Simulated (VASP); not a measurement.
Si (a cell with a defect), 17 atoms in the cell. The cell holds a defect, 17 atoms: a = 7.679 Å, b = 7.679 Å, c = 7.679 Å, α = 60.00°, β = 60.00°, γ = 60.00°. 

```yaml
Program: VASP 6.6.1
Task: single point
Functional: PBEsol
Potentials_or_basis: VASP PAW PBE potentials, release 64 (Si)
Cutoff: 520 eV
k_mesh: 2 × 2 × 2
Occupations: fermi-dirac, width 0.02 eV
Spin: no spin polarisation
Dipole_correction: no
Further_INCAR_settings: LREAL = Auto; ALGO = Normal; EDIFF = 1e-06; NBANDS = 48
```

Potentials or basis: VASP PAW PBE potentials, release 64 (Si).

Command:

```bash
$ cat potpaw_PBE.64/Si/POTCAR > POTCAR
$ mpirun -np 1 vasp_std > vasp.out
```

Hardware: 1 thread of Intel(R) Xeon(R) Platinum 8259CL CPU @ 2.50GHz (Skylake/Cascade Lake) (shared host).

Q: How long does it take, and how much memory?

A: Run time: 2.8 min on 1 thread of Intel(R) Xeon(R) Platinum 8259CL CPU @ 2.50GHz (Skylake/Cascade Lake), on a shared host, peak memory 0.47 GiB. Counts: scf iterations 13, k points 8.
